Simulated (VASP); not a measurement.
Runs of VASP 6.6.1 on AlN. Symmetry: P6_3mc, No. 186, hexagonal system. The conventional cell has a = 3.113 Å, b = 3.113 Å, c = 4.981 Å, α = 90.00°, β = 90.00°, γ = 120.00°. Within 2.5 Å of Al (site symmetry 3m) lie 4 N at 1.89 Å. N (site symmetry 3m) has 4 Al at 1.89 Å within 2.5 Å. 

```csv
level,potentials or basis,gap on the mesh (eV),pressure (GPa),largest force (eV/Å)
PBE,"VASP PAW PBE potentials, release 64 (Al, N)",4.22,(c),0.13
r2SCAN,"VASP PAW PBE potentials, release 64 (Al, N)",(a),-1.3,0.13
RPBE,"VASP PAW PBE potentials, release 64 (Al, N)",4.27,6.7,0.14
LDA,"VASP PAW LDA potentials, release 64 (Al, N)",4.25,-4.1,0.12
PBEsol,"VASP PAW PBE potentials, release 64 (Al, N)",(b),0.2,0.13
```

Alike in all rows: task single point; no spin polarisation; cell as given; k mesh 12 × 12 × 4; cutoff (eV) 520; smearing gaussian 0.01 eV.

Question: Fill in the values left out.

Answer: (a) 4.90; (b) 4.15; (c) 3.5.

Caveats: the PAW data sets were made with another functional, which shifts forces and pressure a little (at least some runs); the cell stands under pressure (at least some runs); the cell stands under tension (at least some runs).

A k mesh can miss the band edges.
